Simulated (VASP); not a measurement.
# NbTe6Mo2 (P-3m1) in VASP: a series of runs

NbTe6Mo2 is run at these levels: PBE; tasks: single point, relaxation of cell and atoms.

Everything below comes from runs of VASP 6.6.1. Logs are shortened: lines on timing, memory, paths and dates and some standing lists are left out, and cuts for length are marked.

## (1) The cell of the first run

It takes space group P-3m1 (No. 164, trigonal). Conventional cell: a = 3.575 Å, b = 3.575 Å, c = 22.648 Å, α = 90.00°, β = 90.00°, γ = 120.00°. Within 3.7 Å of Nb (site symmetry -3m) lie 6 Te at 2.80 Å and 6 Nb at 3.57 Å. Within 3.6 Å of Te (site symmetry 3m) lie 3 Mo at 2.76 Å and 6 Te at 3.57 Å. Within 3.6 Å of Te (site symmetry 3m) lie 3 Mo at 2.76 Å and 6 Te at 3.57 Å. Within 3.7 Å of Te (site symmetry 3m) lie 3 Nb at 2.80 Å and 6 Te at 3.57 Å. Mo (site symmetry 3m) has 6 Te at 2.76 Å and 6 Mo at 3.57 Å within 3.6 Å.

## (2) Single point, PBE

The input, INCAR:

```
SYSTEM = NbTe6Mo2
PREC = Accurate
ENCUT = 520
EDIFF = 1E-6
ISMEAR = 0
SIGMA = 0.1
LREAL = .False.
LASPH = .True.
NELM = 100
ALGO = Normal
ISIF = 2
LWAVE = .False.
LCHARG = .False.
GGA = PE
NBANDS = 48
```

The input, KPOINTS:

```
regular mesh
0
Gamma
  6 6 1
  0 0 0
```

The input, POSCAR:

```
NbTe6Mo2
1.0
    3.5749578303     -0.0000000028      0.0000000000
   -1.7874789128      3.0960042999      0.0000000000
    0.0000000000      0.0000000000     22.6476843535
Nb Te Mo
1 6 2
Direct
    0.0000000000      0.0000000000      0.0000000000
    0.6666666667      0.3333333333      0.2513573242
    0.6666666667      0.3333333333      0.5871930424
    0.6666666667      0.3333333333      0.9164207297
    0.3333333333      0.6666666667      0.0835792703
    0.3333333333      0.6666666667      0.4128069576
    0.3333333333      0.6666666667      0.7486426758
    0.0000000000      0.0000000000      0.3321450662
    0.0000000000      0.0000000000      0.6678549338
```

Potentials or basis: VASP PAW PBE potentials, release 64 (Nb_sv, Te, Mo_sv).

Run with:

```console
> cat potpaw_PBE.64/Nb_sv/POTCAR potpaw_PBE.64/Te/POTCAR potpaw_PBE.64/Mo_sv/POTCAR > POTCAR
> mpirun -np 1 vasp_std > vasp.out
```

OUTCAR:

```text
SYSTEM = NbTe6Mo2
   PREC = Accurate
   ENCUT = 520
   EDIFF = 1E-6
   ISMEAR = 0
   LREAL = .False.
   LASPH = .True.
   NELM = 100
   ISIF = 2
   GGA = PE

 ion  position               nearest neighbor table
   1  0.000  0.000  0.000-   4 2.80   5 2.80   4 2.80   5 2.80   4 2.80   5 2.80
   2  0.667  0.333  0.251-   8 2.76   8 2.76   8 2.76
   3  0.667  0.333  0.587-   9 2.76   9 2.76   9 2.76
   4  0.667  0.333  0.916-   1 2.80   1 2.80   1 2.80
   5  0.333  0.667  0.084-   1 2.80   1 2.80   1 2.80
   6  0.333  0.667  0.413-   8 2.76   8 2.76   8 2.76
   7  0.333  0.667  0.749-   9 2.76   9 2.76   9 2.76
   8  0.000  0.000  0.332-   6 2.76   6 2.76   6 2.76   2 2.76   2 2.76   2 2.76
   9  0.000  0.000  0.668-   3 2.76   3 2.76   3 2.76   7 2.76   7 2.76   7 2.76

  LATTYP: Found a hexagonal cell.
 ALAT       =     3.5749578303
 C/A-ratio  =     6.3350913293

  Lattice vectors:

 A1 = (   3.5749578303,  -0.0000000028,   0.0000000000)
 A2 = (  -1.7874789128,   3.0960042999,   0.0000000000)
 A3 = (   0.0000000000,   0.0000000000,  22.6476843535)

Analysis of symmetry for initial positions (statically):
=====================================================================
 Subroutine PRICEL returns:
 Original cell was already a primitive cell.

 Routine SETGRP: Setting up the symmetry group for a
 hexagonal supercell.

 Subroutine GETGRP returns: Found 12 space group operations
 (whereof 12 operations were pure point group operations)
 out of a pool of 24 trial point group operations.

The static configuration has the point symmetry D_3d.

Analysis of symmetry for dynamics (positions and initial velocities):
=====================================================================
 Subroutine PRICEL returns:
 Original cell was already a primitive cell.

 Routine SETGRP: Setting up the symmetry group for a
 hexagonal supercell.

 Subroutine GETGRP returns: Found 12 space group operations
 (whereof 12 operations were pure point group operations)
 out of a pool of 24 trial point group operations.

The dynamic configuration has the point symmetry D_3d.

 Subroutine INISYM returns: Found 12 space group operations
 (whereof 12 operations are pure point group operations),
 and found     1 'primitive' translations

----------------------------------------------------------------------------------------

                                     Primitive cell

  volume of cell :     250.6665

  direct lattice vectors                    reciprocal lattice vectors
     3.574957830 -0.000000003  0.000000000     0.279723579  0.161498484  0.000000000
    -1.787478913  3.096004300  0.000000000     0.000000000  0.322996968  0.000000000
     0.000000000  0.000000000 22.647684354     0.000000000  0.000000000  0.044154625

  length of vectors
     3.574957830  3.574957830 22.647684354     0.322996968  0.322996968  0.044154625

  position of ions in fractional coordinates (direct lattice)
     0.000000000  0.000000000  0.000000000
     0.666666667  0.333333333  0.251357324
     0.666666667  0.333333333  0.587193042
     0.666666667  0.333333333  0.916420730
     0.333333333  0.666666667  0.083579270
     0.333333333  0.666666667  0.412806958
     0.333333333  0.666666667  0.748642676
     0.000000000  0.000000000  0.332145066
     0.000000000  0.000000000  0.667854934

  ion indices of the primitive-cell ions
   primitive index   ion index
                 1           1
                 2           2
                 3           3
                 4           4
                 5           5
                 6           6
                 7           7
                 8           8
                 9           9

----------------------------------------------------------------------------------------

 KPOINTS: regular mesh

Automatic generation of k-mesh.
 Grid dimensions read from file:
 generate k-points for:    6    6    1

 Generating k-lattice:

  Cartesian coordinates                     Fractional coordinates (reciprocal lattice)
     0.046620597  0.026916414  0.000000000     0.166666667  0.000000000  0.000000000
     0.000000000  0.053832828  0.000000000     0.000000000  0.166666667  0.000000000
     0.000000000  0.000000000  0.044154625     0.000000000  0.000000000  1.000000000

  Length of vectors
     0.053832828  0.053832828  0.044154625

  Shift w.r.t. Gamma in fractional coordinates (k-lattice)
     0.000000000  0.000000000  0.000000000

 Subroutine IBZKPT returns following result:
 ===========================================

 Found      7 irreducible k-points:

 Following reciprocal coordinates:
            Coordinates               Weight
  0.000000  0.000000  0.000000      1.000000
  0.166667  0.000000  0.000000      6.000000
  0.333333  0.000000  0.000000      6.000000
  0.500000 -0.000000  0.000000      3.000000
  0.166667  0.166667  0.000000      6.000000
  0.333333  0.166667  0.000000     12.000000
  0.333333  0.333333  0.000000      2.000000
   k-points           NKPTS =      7   k-points in BZ     NKDIM =      7   number of bands    NBANDS=     48
   number of dos      NEDOS =    301   number of ions     NIONS =      9
   total plane-waves  NPLWV = 131712
   dimension x,y,z NGX =    28 NGY =   28 NGZ =  168
   dimension x,y,z NGXF=    56 NGYF=   56 NGZF=  336
   ions per type =               1   6   2
   NGX,Y,Z   is equivalent  to a cutoff of  13.02, 13.02, 12.33 a.u.
   NGXF,Y,Z  is equivalent  to a cutoff of  26.04, 26.04, 24.66 a.u.
 SYSTEM =  NbTe6Mo2
   PREC   = accura    normal or accurate (medium, high low for compatibility)
   ISTART =      0    job   : 0-new  1-cont  2-samecut
   ICHARG =      2    charge: 1-file 2-atom 10-const
   ISPIN  =      1    spin polarized calculation?
   LNONCOLLINEAR =      F non collinear calculations
   LSORBIT =      F    spin-orbit coupling
   LASPH  =      T    aspherical Exc in radial PAW
   ENCUT  =  520.0 eV  38.22 Ry    6.18 a.u.   6.65  6.65 42.11*2*pi/ulx,y,z
   NELM   =    100;   NELMIN=  2; NELMDL= -5     # of ELM steps
   EDIFF  = 0.1E-05   stopping-criterion for ELM
   LREAL  =      F    real-space projection
   EDIFFG = 0.1E-04   stopping-criterion for IOM
   NSW    =      0    number of steps for IOM
   IBRION =     -1    ionic relax: 0-MD 1-quasi-New 2-CG
   NFREE  =      0    steps in history (QN), initial steepest desc. (CG)
   ISIF   =      2    stress and relaxation
   ISYM   =      2    0-nonsym 1-usesym 2-fastsym
   POTIM  = 0.5000    time-step for ionic-motion
   TEBEG  =    0.0;   TEEND  =   0.0 temperature during run
   PSTRESS=    0.0 pullay stress
   NELECT =      77.0000    total number of electrons
   NUPDOWN=      -1.0000    fix difference up-down
   EMIN   =  10.00;   EMAX   =-10.00  energy-range for DOS
   EFERMI =   0.00;   METHOD = LEGACY
   ISMEAR =     0;   SIGMA  =   0.10  broadening in eV -4-tet -1-fermi 0-gaus
   EFERMI_NEDOS =   21; number of points for ismear=-14 and -15
   IALGO  =     38    algorithm
   IMIX   =      4    mixing-type and parameters
     AMIX     =   0.40;   BMIX     =  1.00
     AMIX_MAG =   1.60;   BMIX_MAG =  1.00
  volume/ion in A,a.u.               =      27.85       187.95
  Fermi-wavevector in a.u.,A,eV,Ry     =   1.104603  2.087397 16.601126  1.220148
  Thomas-Fermi vector in A             =   2.241078
   LORBIT       =      0    0 simple, 1 ext, 2 COOP (PROOUT), +10 PAW based schemes
   GGA     = PE    functional components
   LHFCALC =     F    Hartree Fock is set to
   AEXX    =    0.0000 exact exchange contribution
   IVDW    =     0    specifies the selected vdW correction
   LEPSILON=     F    determine dielectric tensor
   LRPA    =     F    only Hartree local field effects (RPA)
 non-spin polarized calculation
 Gauss-broadening in eV      SIGMA  =   0.10
  energy-cutoff  :      520.00
  volume of cell :      250.67
 maximum number of plane-waves:      6805
 NGX is ok and might be reduce to    28
   NGX = 13   NGY = 13   NGZ = 85

 number of electron      76.9999995 magnetization

 Free energy of the ion-electron system (eV)
  ---------------------------------------------------
  ext. energy  EPLUGINS =         0.00000000
  ---------------------------------------------------
  free energy    TOTEN  =       -52.78610789 eV

  energy without entropy =      -52.76341636  energy(sigma->0) =      -52.77476213

 E-fermi :   7.4057     XC(G=0):  -9.8283

 val. band max:        7.3346436868   @ k =   0.1667   0.1667   0.0000
 cond. band min:       7.4511833985   @ k =   0.3333   0.3333   0.0000
 fundamental gap:      0.1165397117
 Fermi energy:         7.4056917234

 k-point     1 :       0.0000    0.0000    0.0000
  band No.  band energies     occupation
      1     -54.0852      2.00000
      2     -54.0852      2.00000
      3     -47.9187      2.00000
      4     -28.1581      2.00000
      5     -28.1581      2.00000
      6     -28.1545      2.00000
[... 40 lines left out ...]
     47      10.6757      0.00000
     48      10.7350      0.00000

 k-point     2 :       0.1667    0.0000    0.0000
  band No.  band energies     occupation
      1     -54.0833      2.00000
      2     -54.0833      2.00000
      3     -47.9152      2.00000
      4     -28.1811      2.00000
      5     -28.1811      2.00000
      6     -28.1608      2.00000
[... 40 lines left out ...]
     47       9.3811      0.00000
     48      10.1046      0.00000

 k-point     3 :       0.3333    0.0000    0.0000
  band No.  band energies     occupation
      1     -54.0795      2.00000
      2     -54.0795      2.00000
      3     -47.9083      2.00000
      4     -28.2339      2.00000
      5     -28.2339      2.00000
      6     -28.1733      2.00000
[... 193 lines left out ...]
     47       9.4409      0.00000
     48       9.7037      0.00000

 k-point     7 :       0.3333    0.3333    0.0000
  band No.  band energies     occupation
      1     -54.0767      2.00000
      2     -54.0767      2.00000
      3     -47.9031      2.00000
      4     -28.2281      2.00000
      5     -28.2281      2.00000
      6     -28.2280      2.00000
[... 40 lines left out ...]
     47       9.3851      0.00000
     48       9.7590      0.00000

------------------------ aborting loop because EDIFF is reached ----------------------------------------

  FORCE on cell =-STRESS in cart. coord.  units (eV):
  Direction    XX          YY          ZZ          XY          YZ          ZX
  --------------------------------------------------------------------------------------
  -------------------------------------------------------------------------------------
  Total       -0.2680521     -0.2680521      0.5315442      0.0000000     -0.0000000      0.0000000
  in kB       -1.7133004     -1.7133004      3.3974547      0.0000000     -0.0000000      0.0000000
  external PRESSURE =      -0.0097153 kB  Pullay stress =       0.0000000 kB

 VOLUME and BASIS-vectors are now :
 -----------------------------------------------------------------------------
  energy-cutoff  :      520.00
  volume of cell :      250.67
      direct lattice vectors                 reciprocal lattice vectors
     3.574957830 -0.000000003  0.000000000     0.279723579  0.161498484  0.000000000
    -1.787478913  3.096004300  0.000000000     0.000000000  0.322996968  0.000000000
     0.000000000  0.000000000 22.647684354     0.000000000  0.000000000  0.044154625

 POSITION                                       TOTAL-FORCE (eV/Angst)
 -----------------------------------------------------------------------------------
      0.00000      0.00000      0.00000         0.000000     -0.000000      0.000000
      1.78748      1.03200      5.69266        -0.000000     -0.000000     -0.041960
      1.78748      1.03200     13.29856        -0.000000     -0.000000     -0.041596
      1.78748      1.03200     20.75481         0.000000      0.000000      0.003376
      0.00000      2.06400      1.89288         0.000000     -0.000000     -0.003376
      0.00000      2.06400      9.34912        -0.000000      0.000000      0.041596
      0.00000      2.06400     16.95502        -0.000000      0.000000      0.041960
      0.00000      0.00000      7.52232         0.000000     -0.000000     -0.000831
      0.00000      0.00000     15.12537         0.000000     -0.000000      0.000831
 -----------------------------------------------------------------------------------
    total drift:                               -0.000000      0.000000      0.000000

  FREE ENERGIE OF THE ION-ELECTRON SYSTEM (eV)
  ---------------------------------------------------
  free  energy   TOTEN  =       -52.7861078939 eV

  energy  without entropy=      -52.7634163611  energy(sigma->0) =      -52.77476213
```

Run time: 1.8 min. Hardware: 1 thread of Intel Xeon 6975P-C (Granite Rapids), shared host; peak memory 0.38 GiB.

Results:

```yaml
Free_energy: -52.7861 eV
Pressure: 0.0 GPa
Largest_force: 0.042 eV/Å
Band_gap_on_the_k_mesh: zero (an odd number of electrons rules out a gap without spin polarisation)
```

Forces in eV/Å, atoms in the order of the input:
```
Nb   0.000  0.000  0.000
Te   0.000  0.000 -0.042
Te   0.000  0.000 -0.042
Te   0.000  0.000  0.003
Te   0.000  0.000 -0.003
Te   0.000  0.000  0.042
Te   0.000  0.000  0.042
Mo   0.000  0.000 -0.001
Mo   0.000  0.000  0.001
```

Levels at points of the mesh, in eV from the Fermi level:
```tsv
k point	band 36	band 37	band 38	band 39	band 40	band 41	band 42	band 43
(0.00, 0.00, 0.00)	-0.84	-0.29	0.14	0.14	1.03	1.03	1.06	1.06
(0.50, 0.00, 0.00)	-1.20	-0.92	-0.85	-0.49	0.40	0.40	0.85	0.90
```

Caveat: spin-orbit coupling is left out, which moves the levels of the heavy elements; this functional lacks dispersion, which binds layers or chains, so the pressure and a relaxed spacing across them are unreliable.

(Part 1 of 2 ends here.)

The gap in the log of VASP goes by the Fermi energy; the results here count the filled bands.